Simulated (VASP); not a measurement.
Si2Sn5, 7 atoms in the cell. Symmetry: I4/mmm, No. 139, tetragonal system. Conventional cell: a = 7.987 Å, b = 7.987 Å, c = 5.514 Å, α = 90.00°, β = 90.00°, γ = 90.00°. Within 3.6 Å of Si (site symmetry mmm) lie 2 Si at 2.76 Å and 4 Sn at 2.88 Å. Sn (site symmetry m2m) has 2 Si at 2.88 Å and 7 Sn at 2.96 to 3.58 Å within 3.8 Å. Sn (site symmetry 4/mmm) has 12 Sn at 3.37 to 3.58 Å and 4 Si at 3.99 Å within 4.4 Å. 

| Property | Result |
| --- | --- |
| Program | VASP 6.6.1 |
| Task | single point |
| Functional | PBE |
| Potentials or basis | VASP PAW PBE potentials, release 64 (Si, Sn_d) |
| Cutoff | 520 eV |
| k mesh | 8 × 8 × 8 |
| Occupations | gaussian, width 0.1 eV |
| Spin | no spin polarisation |
| Dipole correction | no |
| Further INCAR settings | ALGO = Fast; EDIFF = 1e-06; NBANDS = 48 |

Potentials or basis: VASP PAW PBE potentials, release 64 (Si, Sn_d).

Launch:

```console
$ cat potpaw_PBE.64/Si/POTCAR potpaw_PBE.64/Sn_d/POTCAR > POTCAR
$ mpirun -np 1 vasp_std > vasp.out
```

Hardware: 1 thread of Oxide Virtual Turin-like Processor (shared host).

Problem. How long does it take, and how much memory?

Solution. Run time: 18 min on 1 thread of Oxide Virtual Turin-like Processor, with other jobs on the host, peak memory 0.52 GiB. Counts: scf iterations 13, k points 59.
